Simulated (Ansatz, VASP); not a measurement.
## One calculation of Cd2Te3, two programs

```xyz
10
Lattice="3.6074 2.0827 7.3328 -3.6074 2.0827 7.3328 0.0000 -4.1654 7.3328" Properties=species:S:1:pos:R:3 pbc="T T T"
Cd    0.0000    0.0000   18.9125
Cd    0.0000    0.0000   14.0850
Cd    0.0000    0.0000    3.0859
Cd    0.0000    0.0000    7.9133
Te   -2.6170   -0.3674    9.1660
Te    0.9903    2.4501    9.1660
Te    1.6267   -2.0827    9.1660
Te    2.6170    0.3674   12.8323
Te   -1.6267    2.0827   12.8323
Te   -0.9903   -2.4501   12.8323
```

Change from the starting cell: species swapped into the In2S3 type (R-3c, No. 167).

Alike in both runs: functional PBE; k mesh 3 × 3 × 3; occupations gaussian, width 0.1 eV; no spin polarisation.

Ansatz relaxed the structure, and its values are those at the end. VASP's run is a single point on that final structure, the one shown.

|  | VASP | Ansatz |
| --- | --- | --- |
| version | VASP 6.6.1 | Ansatz 0.2.0 |
| potentials or method | VASP PAW PBE potentials, release 64 (Cd, Te), cutoff 520 eV | scalar-relativistic, plane waves, PAW |
| valence electrons in the cell | 84 | 176 |

|  | VASP | Ansatz | Ansatz less VASP |
| --- | --- | --- | --- |
| gap on the k mesh at the Fermi level (eV) | none | none | - |
| pressure (GPa) | 0.0 | -0.1 | -0.10 |
| rms of the force components (eV/Å) | 0.014 | 0.015 | +0.0010 |

A gap of «none» marks a metal or a gap that the smearing closes. VASP's potentials hold 84 valence electrons a cell and Ansatz's 176, so a difference there can come from the potentials and not from the codes.

Neither program's run includes spin-orbit coupling.
